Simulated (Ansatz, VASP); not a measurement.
As in VASP and in Ansatz

```xyz
2
Lattice="3.6048 0.0000 0.0000 -1.8024 3.1219 0.0000 0.0000 0.0000 24.2969" Properties=species:S:1:pos:R:3 pbc="T T T"
As    1.8024    1.0406   15.6471
As   -1.8024    3.1219   17.0425
```

Alike in both runs: task single point; functional PBE; k mesh 12 × 12 × 1; occupations gaussian, width 0.04 eV; no spin polarisation.

|  | VASP | Ansatz |
| --- | --- | --- |
| version | VASP 6.6.1 | Ansatz 0.2.0 |
| potentials or method | VASP PAW PBE potentials, release 64 (As_d), cutoff 400 eV | scalar-relativistic, plane waves, PAW |
| valence electrons in the cell | 30 | 30 |

VASP gave:

```
gap on the k mesh at the Fermi level (eV) : 1.62
least direct gap on the mesh (eV)         : 1.95
rms of the force components (eV/Å)        : 0.016
```

What did Ansatz give for the same quantities?

gap on the k mesh at the Fermi level (eV): 1.61; least direct gap on the mesh (eV): 1.95; rms of the force components (eV/Å): 0.029.

Atom by atom the forces differ by 0.013 eV/Å (rms over components). The functional is the same, so the differences come from potentials, cutoffs and numerics.
